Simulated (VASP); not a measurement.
HF, 2 atoms in the cell. The structure is orthorhombic, space group Fmmm (No. 69). The conventional cell has a = 4.150 Å, b = 4.487 Å, c = 4.692 Å, α = 90.00°, β = 90.00°, γ = 90.00°. Within 2.7 Å of H (site symmetry mmm) lie 6 F at 2.07 to 2.35 Å. Within 2.7 Å of F (site symmetry mmm) lie 6 H at 2.07 to 2.35 Å.  This cell differs from its parent crystal: Cl replaced by F, lengths x 0.797, strained.

| Quantity | Value |
| --- | --- |
| Program | VASP 6.6.1 |
| Task | single point |
| Functional | PBEsol |
| Potentials or basis | VASP PAW PBE potentials, release 64 (H, F) |
| Cutoff | 520 eV |
| k mesh | 14 × 14 × 14 |
| Occupations | gaussian, width 0.02 eV |
| Spin | no spin polarisation |
| Dipole correction | no |
| Further INCAR settings | ALGO = Normal; EDIFF = 1e-07; NBANDS = 11 |

Potentials or basis: VASP PAW PBE potentials, release 64 (H, F).

Command:

```bash
$ cat potpaw_PBE.64/H/POTCAR potpaw_PBE.64/F/POTCAR > POTCAR
$ mpirun -np 1 vasp_std > vasp.out
```

Hardware: 1 thread of Intel Xeon 8259CL (shared host).

Problem. How long does it take, and how much memory?

Solution. Run time: 80 s on 1 thread of Intel Xeon 8259CL, with other jobs on the host, peak memory 0.21 GiB. Counts: scf iterations 14, k points 428.
